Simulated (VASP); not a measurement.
# CdS (zincblende type) (F-43m) in VASP: further runs, part 2 of 2

VASP 6.6.1. Earlier steps stand in the parts before.

### 4 Single point, PBE (16.65 Å³/atom)

This run uses another cell than the first one, of 16.65 Å³/atom.

INCAR reads:

```
ALGO = Normal
EDIFF = 1E-6
ENCUT = 520
GGA = PE
ISIF = 2
ISMEAR = -1
LASPH = True
LCHARG = True
LELF = True
LREAL = False
LVHAR = True
LWAVE = False
NBANDS = 16
NELM = 60
PREC = Accurate
SIGMA = 0.05
```

KPOINTS reads:

```
k-points
0
Gamma
  13 13 13
```

POSCAR reads:

```
CdS
1.0
    0.0000000000      2.5535888761      2.5535888761
    2.5535888761      0.0000000000      2.5535888761
    2.5535888761      2.5535888761      0.0000000000
Cd S
1 1
Direct
    0.0000000000      0.0000000000      0.0000000000
    0.2500000000      0.2500000000      0.2500000000
```

Potentials or basis: VASP PAW PBE potentials, release 64 (Cd, S).

Command:

```bash
cat potpaw_PBE.64/Cd/POTCAR potpaw_PBE.64/S/POTCAR > POTCAR
mpirun -np 1 vasp_std > vasp.out
```

OUTCAR:

```text
EDIFF = 1E-6
   ENCUT = 520
   GGA = PE
   ISIF = 2
   ISMEAR = -1
   LASPH = True
   LREAL = False
   NELM = 60
   PREC = Accurate

 ion  position               nearest neighbor table
   1  0.000  0.000  0.000-   2 2.21   2 2.21   2 2.21   2 2.21
   2  0.250  0.250  0.250-   1 2.21   1 2.21   1 2.21   1 2.21

  LATTYP: Found a face centered cubic cell.
 ALAT       =     5.1071777522

  Lattice vectors:

 A1 = (   0.0000000000,   2.5535888761,   2.5535888761)
 A2 = (   2.5535888761,   0.0000000000,   2.5535888761)
 A3 = (   2.5535888761,   2.5535888761,   0.0000000000)

Analysis of symmetry for initial positions (statically):
=====================================================================
 Subroutine PRICEL returns:
 Original cell was already a primitive cell.

 Routine SETGRP: Setting up the symmetry group for a
 face centered cubic supercell.

 Subroutine GETGRP returns: Found 24 space group operations
 (whereof 24 operations were pure point group operations)
 out of a pool of 48 trial point group operations.

The static configuration has the point symmetry T_d .

Analysis of symmetry for dynamics (positions and initial velocities):
=====================================================================
 Subroutine PRICEL returns:
 Original cell was already a primitive cell.

 Routine SETGRP: Setting up the symmetry group for a
 face centered cubic supercell.

 Subroutine GETGRP returns: Found 24 space group operations
 (whereof 24 operations were pure point group operations)
 out of a pool of 48 trial point group operations.

The dynamic configuration has the point symmetry T_d .

 Subroutine INISYM returns: Found 24 space group operations
 (whereof 24 operations are pure point group operations),
 and found     1 'primitive' translations

----------------------------------------------------------------------------------------

[... 108 lines left out ...]
   EFERMI_NEDOS =   21; number of points for ismear=-14 and -15
   IALGO  =     38    algorithm
   IMIX   =      4    mixing-type and parameters
     AMIX     =   0.40;   BMIX     =  1.00
     AMIX_MAG =   1.60;   BMIX_MAG =  1.00
  volume/ion in A,a.u.               =      16.65       112.37
  Fermi-wavevector in a.u.,A,eV,Ry     =   1.333536  2.520017 24.195483  1.778318
  Thomas-Fermi vector in A             =   2.462387
   LORBIT       =      0    0 simple, 1 ext, 2 COOP (PROOUT), +10 PAW based schemes
   GGA     = PE    functional components
   LHFCALC =     F    Hartree Fock is set to
   AEXX    =    0.0000 exact exchange contribution
   IVDW    =     0    specifies the selected vdW correction
   LEPSILON=     F    determine dielectric tensor
   LRPA    =     F    only Hartree local field effects (RPA)
 non-spin polarized calculation
  energy-cutoff  :      520.00
  volume of cell :       33.30
 maximum number of plane-waves:       914
   NGX = 13   NGY = 13   NGZ = 13

 number of electron      18.0000005 magnetization

 Free energy of the ion-electron system (eV)
  ---------------------------------------------------
  ext. energy  EPLUGINS =         0.00000000
  ---------------------------------------------------
  free energy    TOTEN  =        -3.49226759 eV

  energy without entropy =       -3.49226759  energy(sigma->0) =       -3.49226759

 E-fermi :   6.8434     XC(G=0): -11.1637

 val. band max:        5.8421187211   @ k =   0.0000   0.0000   0.0000
 cond. band min:       7.6713895009   @ k =   0.0000   0.0000   0.0000
 fundamental gap:      1.8292707798
 Fermi energy:         6.8433939379

 k-point     1 :       0.0000    0.0000    0.0000
  band No.  band energies     occupation
      1      -9.9694      2.00000
      2      -4.5200      2.00000
      3      -4.5200      2.00000
      4      -4.5200      2.00000
      5      -3.2924      2.00000
      6      -3.2924      2.00000
[... 433 lines left out ...]
      3      -4.1165      2.00000
      4      -3.5556      2.00000
      5      -3.1537      2.00000
      6      -2.8248      2.00000
[... 8 lines left out ...]
     15      18.9781      0.00000
     16      20.0712      0.00000

 [... further k-points ...]

------------------------ aborting loop because EDIFF is reached ----------------------------------------

  FORCE on cell =-STRESS in cart. coord.  units (eV):
  Direction    XX          YY          ZZ          XY          YZ          ZX
  --------------------------------------------------------------------------------------
  -------------------------------------------------------------------------------------
  Total       14.1261872     14.1261872     14.1261872     -0.0000000      0.0000000      0.0000000
  in kB      679.5988124    679.5988124    679.5988124     -0.0000000      0.0000000      0.0000000
  external PRESSURE =     679.5988124 kB  Pullay stress =       0.0000000 kB

 VOLUME and BASIS-vectors are now :
 -----------------------------------------------------------------------------
  energy-cutoff  :      520.00
  volume of cell :       33.30
      direct lattice vectors                 reciprocal lattice vectors
     0.000000000  2.553588876  2.553588876    -0.195802858  0.195802858  0.195802858
     2.553588876  0.000000000  2.553588876     0.195802858 -0.195802858  0.195802858
     2.553588876  2.553588876  0.000000000     0.195802858  0.195802858 -0.195802858

 POSITION                                       TOTAL-FORCE (eV/Angst)
 -----------------------------------------------------------------------------------
      0.00000      0.00000      0.00000         0.000000      0.000000      0.000000
      1.27679      1.27679      1.27679        -0.000000     -0.000000     -0.000000
 -----------------------------------------------------------------------------------
    total drift:                                0.000000      0.000000      0.000000

  FREE ENERGIE OF THE ION-ELECTRON SYSTEM (eV)
  ---------------------------------------------------
  free  energy   TOTEN  =        -3.4922675864 eV

  energy  without entropy=       -3.4922675863  energy(sigma->0) =       -3.49226759
```

stdout:

```text
POSCAR found type information on POSCAR CdS
 POSCAR found :  2 types and       2 ions
 scaLAPACK will be used
 LDA part: xc-table for (Slater+PW92), standard interpolation
 POSCAR, INCAR and KPOINTS ok, starting setup
 FFT: planning ... GRIDC
 FFT: planning ... GRID_SOFT
 FFT: planning ... GRID
 WAVECAR not read
 entering main loop
```

It took 64 s on 1 thread of Intel Xeon 8259CL, shared host; peak memory 0.18 GiB.

What came out:

* Free energy: -3.4923 eV
* Pressure: 68.0 GPa
* Band gap on the k mesh: 1.83 eV

Caveat: the cell stands under pressure; an odd mesh through Γ misses points on the zone boundary, where band edges can lie.

### 5 Single point, PBE (16.65 Å³/atom)

This run uses another cell than the first one, of 16.65 Å³/atom.

INCAR reads:

```
SYSTEM = CdS
PREC     = Accurate       ! precision mode
ENCUT    = 520            ! plane-wave cutoff, eV
EDIFF    = 1E-6           ! SCF threshold, eV
ISMEAR   = -1             ! smearing method
SIGMA    = 0.05           ! smearing width, eV
LREAL    = .FALSE.        ! projectors in reciprocal space
LASPH    = .TRUE.         ! aspherical terms in the spheres
NELM     = 80             ! most SCF steps
ALGO     = Normal         ! electronic algorithm
ISIF     = 2              ! what is computed and relaxed
LWAVE    = .FALSE.        ! write WAVECAR
LCHARG   = .FALSE.        ! write CHGCAR
GGA      = PE             ! functional
NBANDS   = 16             ! bands
```

KPOINTS reads:

```
Automatic mesh
0
G
  13 13 13
  0 0 0
```

POSCAR is that of step 4.

Command:

```bash
cat potpaw_PBE.64/Cd/POTCAR potpaw_PBE.64/S/POTCAR > POTCAR
mpirun -np 1 vasp_std > vasp.out
```

Wall time 71 s (1 thread of Intel Xeon 8259CL, shared host); peak memory 0.19 GiB.

The run converged. Its results:

```yaml
Free_energy: -3.4923 eV
Pressure: 68.0 GPa
Band_gap_on_the_k_mesh: 1.83 eV
```

Levels at points of the mesh, in eV from the valence-band top:
```tsv
k point	band 5	band 6	band 7	band 8	band 9	band 10	band 11	band 12	band 13	band 14
(0.00, 0.00, 0.00)	-9.13	-9.13	0.00	0.00	0.00	1.83	5.97	5.97	5.97	11.84
```

Caveat: the cell stands under pressure; an odd mesh through Γ misses points on the zone boundary, where band edges can lie.
